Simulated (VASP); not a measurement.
# FeAu (R-3m) in VASP: notebook

The runs below take FeAu through single point, with PBE, LDA.

All numbers are computed with VASP 6.6.1; they aren't measurements. Logs are shortened: lines on timing, memory, paths and dates and some standing lists are left out, and cuts for length are marked.

**1. The cell of the first run**

It takes space group R-3m (No. 166, trigonal). The conventional cell has a = 2.823 Å, b = 2.823 Å, c = 13.408 Å, α = 90.00°, β = 90.00°, γ = 120.00°. Fe (site symmetry -3m) has 6 Au at 2.77 Å and 6 Fe at 2.82 Å within 3.6 Å. Within 3.6 Å of Au (site symmetry -3m) lie 6 Fe at 2.77 Å and 6 Au at 2.82 Å.

**2. Single point, PBE, collinear spin, ferromagnetic start**

Contents of INCAR:

```
SYSTEM = FeAu
  PREC = Accurate
  ENCUT = 600
  EDIFF = 1E-6
  ISMEAR = 0
  SIGMA = 0.11
  LREAL = .False.
  LASPH = .True.
  NELM = 200
  ALGO = Normal
  ISIF = 2
  LWAVE = .False.
  LCHARG = .True.
  ISPIN = 2
  MAGMOM = 3.23 0
  LORBIT = 11
  LMAXMIX = 4
  GGA = PE
  LELF = .True.
  LVHAR = .True.
  NBANDS = 28
  ISYM = 0
  GGA_COMPAT = .False.
```

Contents of KPOINTS:

```
Automatic mesh
0
Gamma
  6 2 3
  0 0 0
```

Contents of POSCAR:

```
FeAu
1.0
    1.4117478522      0.8150730025      4.4694532999
   -1.4117478522      0.8150730025      4.4694532999
    0.0000000000     -1.6301460050      4.4694532999
Fe Au
1 1
Direct
    0.5000000000      0.5000000000      0.5000000000
    0.0000000000      0.0000000000      0.0000000000
```

Potentials or basis: VASP PAW PBE potentials, release 64 (Fe_sv, Au_sv_GW).

Command:

```console
> cat potpaw_PBE.64/Fe_sv/POTCAR potpaw_PBE.64/Au_sv_GW/POTCAR > POTCAR
> mpirun -np 1 vasp_std > vasp.out
```

OUTCAR:

```text
SYSTEM = FeAu
   PREC = Accurate
   ENCUT = 600
   EDIFF = 1E-6
   ISMEAR = 0
   LREAL = .False.
   LASPH = .True.
   NELM = 200
   ISIF = 2
   ISPIN = 2
   LORBIT = 11
   GGA = PE
   ISYM = 0

 ion  position               nearest neighbor table
   1  0.500  0.500  0.500-   2 2.77   2 2.77   2 2.77   2 2.77   2 2.77   2 2.77
   2  0.000  0.000  0.000-   1 2.77   1 2.77   1 2.77   1 2.77   1 2.77   1 2.77

IMPORTANT INFORMATION: All symmetrisations will be switched off!
NOSYMM: (Re-)initialisation of all symmetry stuff for point group C_1.

----------------------------------------------------------------------------------------

                                     Primitive cell

  volume of cell :      30.8574

  direct lattice vectors                    reciprocal lattice vectors
     1.411747852  0.815073003  4.469453300     0.354170895  0.204480661  0.074580337
    -1.411747852  0.815073003  4.469453300    -0.354170895  0.204480661  0.074580337
     0.000000000 -1.630146005  4.469453300     0.000000000 -0.408961323  0.074580337

  length of vectors
     4.757456127  4.757456127  4.757456127     0.415706135  0.415706135  0.415706135

  position of ions in fractional coordinates (direct lattice)
     0.500000000  0.500000000  0.500000000
     0.000000000  0.000000000  0.000000000

  ion indices of the primitive-cell ions
   primitive index   ion index
                 1           1
                 2           2

----------------------------------------------------------------------------------------

 KPOINTS: Automatic mesh

Automatic generation of k-mesh.
 Grid dimensions read from file:
 generate k-points for:    6    2    3

 Generating k-lattice:

  Cartesian coordinates                     Fractional coordinates (reciprocal lattice)
     0.059028482  0.034080110  0.012430056     0.166666667 -0.000000000  0.000000000
    -0.177085447  0.102240331  0.037290169    -0.000000000  0.500000000  0.000000000
     0.000000000 -0.136320441  0.024860112     0.000000000  0.000000000  0.333333333

  Length of vectors
     0.069284356  0.207853067  0.138568712

  Shift w.r.t. Gamma in fractional coordinates (k-lattice)
     0.000000000  0.000000000  0.000000000

 -----------------------------------------------------------------------------
|                                                                             |
|           W    W    AA    RRRRR   N    N  II  N    N   GGGG   !!!           |
|           W    W   A  A   R    R  NN   N  II  NN   N  G    G  !!!           |
|           W    W  A    A  R    R  N N  N  II  N N  N  G       !!!           |
|           W WW W  AAAAAA  RRRRR   N  N N  II  N  N N  G  GGG   !            |
|           WW  WW  A    A  R   R   N   NN  II  N   NN  G    G                |
|           W    W  A    A  R    R  N    N  II  N    N   GGGG   !!!           |
|                                                                             |
|     Your reciprocal lattice and k-lattice belong to different lattice       |
|     classes:                                                                |
|                                                                             |
|        The reciprocal lattice is rhombohedral (trigonal),                   |
|        whereas your k-lattice is triclinic.                                 |
|                                                                             |
|     Results are often still useful ...                                      |
|                                                                             |
 -----------------------------------------------------------------------------

 WARNING: IBZKPT: internal override: KBLOWUP is changed to .FALSE.
      ... skipping the blow-up phase ...

 Subroutine IBZKPT returns following result:
 ===========================================

 Found     20 irreducible k-points:

 Following reciprocal coordinates:
            Coordinates               Weight
  0.000000  0.000000  0.000000      1.000000
  0.166667  0.000000  0.000000      2.000000
  0.333333  0.000000  0.000000      2.000000
  0.500000  0.000000  0.000000      1.000000
  0.000000  0.500000  0.000000      1.000000
  0.166667  0.500000  0.000000      2.000000
[... 12 lines left out ...]
 -0.333333  0.500000  0.333333      2.000000
 -0.166667  0.500000  0.333333      2.000000
   k-points           NKPTS =     20   k-points in BZ     NKDIM =     20   number of bands    NBANDS=     28
   number of dos      NEDOS =    301   number of ions     NIONS =      2
   total plane-waves  NPLWV =  64000
   dimension x,y,z NGX =    40 NGY =   40 NGZ =   40
   dimension x,y,z NGXF=    80 NGYF=   80 NGZF=   80
   ions per type =               1   1
   NGX,Y,Z   is equivalent  to a cutoff of  13.98, 13.98, 13.98 a.u.
   NGXF,Y,Z  is equivalent  to a cutoff of  27.96, 27.96, 27.96 a.u.
 SYSTEM =  FeAu
   PREC   = accura    normal or accurate (medium, high low for compatibility)
   ISTART =      0    job   : 0-new  1-cont  2-samecut
   ICHARG =      2    charge: 1-file 2-atom 10-const
   ISPIN  =      2    spin polarized calculation?
   LNONCOLLINEAR =      F non collinear calculations
   LSORBIT =      F    spin-orbit coupling
   LASPH  =      T    aspherical Exc in radial PAW
   ENCUT  =  600.0 eV  44.10 Ry    6.64 a.u.   9.50  9.50  9.50*2*pi/ulx,y,z
   NELM   =    200;   NELMIN=  2; NELMDL= -5     # of ELM steps
   EDIFF  = 0.1E-05   stopping-criterion for ELM
   LREAL  =      F    real-space projection
   EDIFFG = 0.1E-04   stopping-criterion for IOM
   NSW    =      0    number of steps for IOM
   IBRION =     -1    ionic relax: 0-MD 1-quasi-New 2-CG
   NFREE  =      0    steps in history (QN), initial steepest desc. (CG)
   ISIF   =      2    stress and relaxation
   ISYM   =      0    0-nonsym 1-usesym 2-fastsym
   POTIM  = 0.5000    time-step for ionic-motion
   TEBEG  =    0.0;   TEEND  =   0.0 temperature during run
   PSTRESS=    0.0 pullay stress
   NELECT =      35.0000    total number of electrons
   NUPDOWN=      -1.0000    fix difference up-down
   EMIN   =  10.00;   EMAX   =-10.00  energy-range for DOS
   EFERMI =   0.00;   METHOD = LEGACY
   ISMEAR =     0;   SIGMA  =   0.11  broadening in eV -4-tet -1-fermi 0-gaus
   EFERMI_NEDOS =   21; number of points for ismear=-14 and -15
   IALGO  =     38    algorithm
   IMIX   =      4    mixing-type and parameters
     AMIX     =   0.40;   BMIX     =  1.00
     AMIX_MAG =   1.60;   BMIX_MAG =  1.00
  volume/ion in A,a.u.               =      15.43       104.12
  Fermi-wavevector in a.u.,A,eV,Ry     =   1.707305  3.226338 39.659485  2.914890
  Thomas-Fermi vector in A             =   2.786182
   LORBIT       =     11    0 simple, 1 ext, 2 COOP (PROOUT), +10 PAW based schemes
   GGA     = PE    functional components
   LHFCALC =     F    Hartree Fock is set to
   AEXX    =    0.0000 exact exchange contribution
   IVDW    =     0    specifies the selected vdW correction
   LEPSILON=     F    determine dielectric tensor
   LRPA    =     F    only Hartree local field effects (RPA)
 spin polarized calculation
 Gauss-broadening in eV      SIGMA  =   0.11
  energy-cutoff  :      600.00
  volume of cell :       30.86
 maximum number of plane-waves:      1055
 NGX is ok and might be reduce to    40
   NGX = 19   NGY = 19   NGZ = 19

 number of electron      35.0000002 magnetization       2.9500809

 Free energy of the ion-electron system (eV)
  ---------------------------------------------------
  ext. energy  EPLUGINS =         0.00000000
  ---------------------------------------------------
  free energy    TOTEN  =       -10.47386164 eV

  energy without entropy =      -10.46256173  energy(sigma->0) =      -10.46821168

 E-fermi :   9.4118     XC(G=0): -12.9649

 val. band max:        9.4001322707   @ k =   0.1667   0.5000   0.0000
 cond. band min:       9.4486357043   @ k =   0.1667   0.0000   0.3333
 fundamental gap:      0.0485034336
 Fermi energy:         9.4118378075

 spin component 1

 k-point     1 :       0.0000    0.0000    0.0000
  band No.  band energies     occupation
      1     -96.6764      1.00000
      2     -79.3359      1.00000
      3     -48.0449      1.00000
      4     -47.8522      1.00000
      5     -47.8440      1.00000
      6     -45.5384      1.00000
[... 20 lines left out ...]
     27      29.7108      0.00000
     28      31.0012      0.00000

 k-point     2 :       0.1667    0.0000    0.0000
  band No.  band energies     occupation
      1     -96.6736      1.00000
      2     -79.3333      1.00000
      3     -48.0374      1.00000
      4     -47.8984      1.00000
      5     -47.8649      1.00000
      6     -45.5364      1.00000
[... 20 lines left out ...]
     27      28.2301      0.00000
     28      30.4616      0.00000

 k-point     3 :       0.3333    0.0000    0.0000
  band No.  band energies     occupation
      1     -96.6681      1.00000
      2     -79.3281      1.00000
      3     -48.0224      1.00000
      4     -48.0048      1.00000
      5     -47.8919      1.00000
      6     -45.5342      1.00000
[... 20 lines left out ...]
     27      27.1384      0.00000
     28      27.8607      0.00000

 k-point     4 :       0.5000    0.0000    0.0000
  band No.  band energies     occupation
      1     -96.6653      1.00000
      2     -79.3255      1.00000
      3     -48.0576      1.00000
      4     -48.0148      1.00000
      5     -47.9053      1.00000
      6     -45.5328      1.00000
[... 433 lines left out ...]
      6     -45.5397      1.00000
[... 20 lines left out ...]
     27      29.2066      0.00000
     28      30.3212      0.00000

 k-point    19 :      -0.3333    0.5000    0.3333
  band No.  band energies     occupation
      1     -96.6695      1.00000
      2     -79.3294      1.00000
      3     -48.0253      1.00000
      4     -47.9728      1.00000
      5     -47.8917      1.00000
      6     -45.5352      1.00000
[... 20 lines left out ...]
     27      28.3963      0.00000
     28      28.9252      0.00000

 k-point    20 :      -0.1667    0.5000    0.3333
  band No.  band energies     occupation
      1     -96.6653      1.00000
      2     -79.3255      1.00000
      3     -48.0332      1.00000
      4     -48.0158      1.00000
      5     -47.9317      1.00000
      6     -45.5305      1.00000
[... 20 lines left out ...]
     27      26.7151      0.00000
     28      27.5606      0.00000
 Fermi energy:         9.4118378075

 spin component 2

 k-point     1 :       0.0000    0.0000    0.0000
  band No.  band energies     occupation
      1     -96.6195      1.00000
      2     -75.9668      1.00000
      3     -47.9542      1.00000
      4     -47.7963      1.00000
      5     -47.7831      1.00000
      6     -42.1601      1.00000
[... 20 lines left out ...]
     27      29.6991      0.00000
     28      31.0631      0.00000

 k-point     2 :       0.1667    0.0000    0.0000
  band No.  band energies     occupation
      1     -96.6167      1.00000
      2     -75.9638      1.00000
      3     -47.9473      1.00000
      4     -47.8413      1.00000
      5     -47.8055      1.00000
      6     -42.1571      1.00000
[... 20 lines left out ...]
     27      28.4559      0.00000
     28      30.5817      0.00000

 k-point     3 :       0.3333    0.0000    0.0000
  band No.  band energies     occupation
      1     -96.6112      1.00000
      2     -75.9579      1.00000
      3     -47.9479      1.00000
      4     -47.9334      1.00000
      5     -47.8331      1.00000
      6     -42.1528      1.00000
[... 20 lines left out ...]
     27      27.3434      0.00000
     28      28.0342      0.00000

 k-point     4 :       0.5000    0.0000    0.0000
  band No.  band energies     occupation
      1     -96.6084      1.00000
      2     -75.9549      1.00000
      3     -48.0007      1.00000
      4     -47.9267      1.00000
      5     -47.8465      1.00000
      6     -42.1506      1.00000
[... 454 lines left out ...]
     27      29.5482      0.00000
     28      30.2758      0.00000

 k-point    19 :      -0.3333    0.5000    0.3333
  band No.  band energies     occupation
      1     -96.6126      1.00000
      2     -75.9594      1.00000
      3     -47.9369      1.00000
      4     -47.9076      1.00000
      5     -47.8402      1.00000
      6     -42.1539      1.00000
[... 20 lines left out ...]
     27      28.5755      0.00000
     28      29.0552      0.00000

 k-point    20 :      -0.1667    0.5000    0.3333
  band No.  band energies     occupation
      1     -96.6084      1.00000
      2     -75.9549      1.00000
      3     -47.9726      1.00000
      4     -47.9276      1.00000
      5     -47.8753      1.00000
      6     -42.1490      1.00000
[... 20 lines left out ...]
     27      26.8594      0.00000
     28      27.8307      0.00000

------------------------ aborting loop because EDIFF is reached ----------------------------------------

  FORCE on cell =-STRESS in cart. coord.  units (eV):
  Direction    XX          YY          ZZ          XY          YZ          ZX
  --------------------------------------------------------------------------------------
  -------------------------------------------------------------------------------------
  Total       -0.0630259     -0.3895693     -0.6276083     -0.1325783      0.4265513      0.0318963
  in kB       -3.2724284    -20.2272113    -32.5866686     -6.8837276     22.1473887      1.6561186
  external PRESSURE =     -18.6954361 kB  Pullay stress =       0.0000000 kB

 VOLUME and BASIS-vectors are now :
 -----------------------------------------------------------------------------
  energy-cutoff  :      600.00
  volume of cell :       30.86
      direct lattice vectors                 reciprocal lattice vectors
     1.411747852  0.815073003  4.469453300     0.354170895  0.204480661  0.074580337
    -1.411747852  0.815073003  4.469453300    -0.354170895  0.204480661  0.074580337
     0.000000000 -1.630146005  4.469453300     0.000000000 -0.408961323  0.074580337

 POSITION                                       TOTAL-FORCE (eV/Angst)
 -----------------------------------------------------------------------------------
      0.00000      0.00000      6.70418        -0.000016     -0.000009     -0.000039
      0.00000      0.00000      0.00000         0.000016      0.000009      0.000039
 -----------------------------------------------------------------------------------
    total drift:                                0.000066     -0.000009      0.000051

  FREE ENERGIE OF THE ION-ELECTRON SYSTEM (eV)
  ---------------------------------------------------
  free  energy   TOTEN  =       -10.4738616387 eV

  energy  without entropy=      -10.4625617272  energy(sigma->0) =      -10.46821168

 total charge

# of ion       s       p       d       f       tot
--------------------------------------------------
    1        2.142   5.998   5.507   0.000  13.647
    2        2.344   6.422   8.396   0.013  17.175
--------------------------------------------------
tot          4.486  12.420  13.903   0.013  30.822

 magnetization (x)

# of ion       s       p       d       f       tot
--------------------------------------------------
    1        0.004   0.002   2.829   0.000   2.835
    2       -0.011  -0.034   0.100   0.000   0.055
--------------------------------------------------
tot         -0.008  -0.032   2.929   0.000   2.890
```

It took 1.8 min on 1 thread of AMD EPYC 7R13 (Zen 3), shared host; peak memory 0.28 GiB.

Results:

| Property | Result |
| --- | --- |
| Free energy | -10.4739 eV |
| Pressure | -1.9 GPa |
| Net moment | 2.95 μB per cell |
| Site moments | Fe +2.83; Au +0.06 μB |
| Valence electrons inside the program's atomic spheres | Fe 13.65; Au 17.18 |

Caveat: the k points lie up to 0.78 Å⁻¹ apart; spin-orbit coupling is left out, which moves the levels of the heavy elements.

**3. Single point, LDA, collinear spin, ferromagnetic start**

Contents of INCAR:

```
PREC = Accurate
ENCUT = 600
EDIFF = 1E-6
ISMEAR = 0
SIGMA = 0.1
LREAL = F
LASPH = T
NELM = 200
ALGO = Normal
ISIF = 2
LWAVE = F
LCHARG = F
ISPIN = 2
MAGMOM = 3.23 0
LORBIT = 11
LMAXMIX = 4
GGA = CA
NBANDS = 28
GGA_COMPAT = F
```

Contents of KPOINTS:

```
regular mesh
0
Gamma
  6 6 6
```

POSCAR is that of step 2.

Potentials or basis: VASP PAW LDA potentials, release 64 (Fe_sv, Au_sv_GW).

Command:

```console
> cat potpaw_LDA.64/Fe_sv/POTCAR potpaw_LDA.64/Au_sv_GW/POTCAR > POTCAR
> mpirun -np 1 vasp_std > vasp.out
```

Wall time 1.9 min (1 thread of Intel Xeon 6975P-C (Granite Rapids), shared host); peak memory 0.25 GiB.

Results (log left out):

- Free energy: -12.2687 eV
- Pressure: -16.2 GPa
- Net moment: 2.65 μB per cell
- Site moments: Fe +2.58; Au +0.00 μB
- Valence electrons inside the program's atomic spheres: Fe 13.67; Au 17.17

Stress tensor (GPa, compression positive):
```
-16.11   0.00   0.00
  0.00 -16.11   0.00
  0.00   0.00 -16.29
```

Levels at points of the mesh, in eV from the Fermi level:
Spin up:
| k point | band 16 | band 17 | band 18 | band 19 | band 20 | band 21 | band 22 | band 23 |
| --- | --- | --- | --- | --- | --- | --- | --- | --- |
| (0.00, 0.00, 0.00) | -1.91 | -1.91 | -1.25 | -1.25 | -0.65 | 4.29 | 14.82 | 16.97 |
| (0.50, 0.00, 0.00) | -1.96 | -1.96 | -0.94 | 1.04 | 1.33 | 5.98 | 6.49 | 10.99 |
| (0.50, 0.50, 0.00) | -1.22 | -1.04 | -0.94 | -0.89 | 1.25 | 3.45 | 7.12 | 10.46 |
| (0.50, 0.50, 0.50) | -2.75 | -2.18 | -2.18 | -1.69 | -1.69 | 11.33 | 13.09 | 15.39 |
Spin down:
```csv
k point,band 14,band 15,band 16,band 17,band 18,band 19
"(0.00, 0.00, 0.00)",-3.38,-1.22,-0.48,0.27,0.27,1.12
"(0.50, 0.00, 0.00)",-1.96,-1.58,-0.66,0.46,1.44,1.57
"(0.50, 0.50, 0.00)",-1.03,-0.82,-0.01,1.07,1.18,1.44
"(0.50, 0.50, 0.50)",-3.19,-3.19,-0.76,0.05,0.05,0.83
```

Caveat: the k points lie up to 0.44 Å⁻¹ apart; spin-orbit coupling is left out, which moves the levels of the heavy elements.
